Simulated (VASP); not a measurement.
Crystal: BAs.

```
CELL_PARAMETERS angstrom
0.00000 2.38850 2.38850
2.38850 0.00000 2.38850
2.38850 2.38850 0.00000
ATOMIC_POSITIONS crystal
B 0.00000 0.00000 0.00000
As 0.25000 0.25000 0.25000
```

```yaml
Program: VASP 6.6.1
Task: relaxation of cell and atoms
Functional: LDA
Potentials_or_basis: VASP PAW LDA potentials, release 64 (B, As)
Cutoff: 600 eV
k_mesh: 6 × 6 × 6
Occupations: gaussian, width 0.01 eV
Spin: no spin polarisation
```

At the start: pressure -3.1 GPa; volume 13.63 Å³/atom.

Question: How do energy, volume and symmetry change on relaxing?

Answer: Over 3 steps the energy falls by 2.8 meV/atom and the volume is 13.33 Å³/atom (-2.1 %); space group F-43m (No. 216, to 0.05 Å).

The path:
| step | energy change (eV) | largest force (eV/Å) | pressure (GPa) | volume (Å³) |
| --- | --- | --- | --- | --- |
| 1 | 0.0000 | 0.0000 | -3.06 | 27.25 |
| 2 | -0.0024 | 0.0000 | 2.49 | 26.24 |
| 3 | -0.0057 | 0.0000 | -0.01 | 26.67 |

Final structure:
```cif
data_structure
_symmetry_space_group_name_H-M 'P 1'
_symmetry_Int_Tables_number 1
_cell_length_a 3.3536
_cell_length_b 3.3536
_cell_length_c 3.3536
_cell_angle_alpha 60.000
_cell_angle_beta 60.000
_cell_angle_gamma 60.000
_cell_volume 26.67
loop_
_atom_site_label
_atom_site_type_symbol
_atom_site_fract_x
_atom_site_fract_y
_atom_site_fract_z
_atom_site_occupancy
B1 B 0.00000 0.00000 0.00000 1
As1 As 0.25000 0.25000 0.25000 1
```
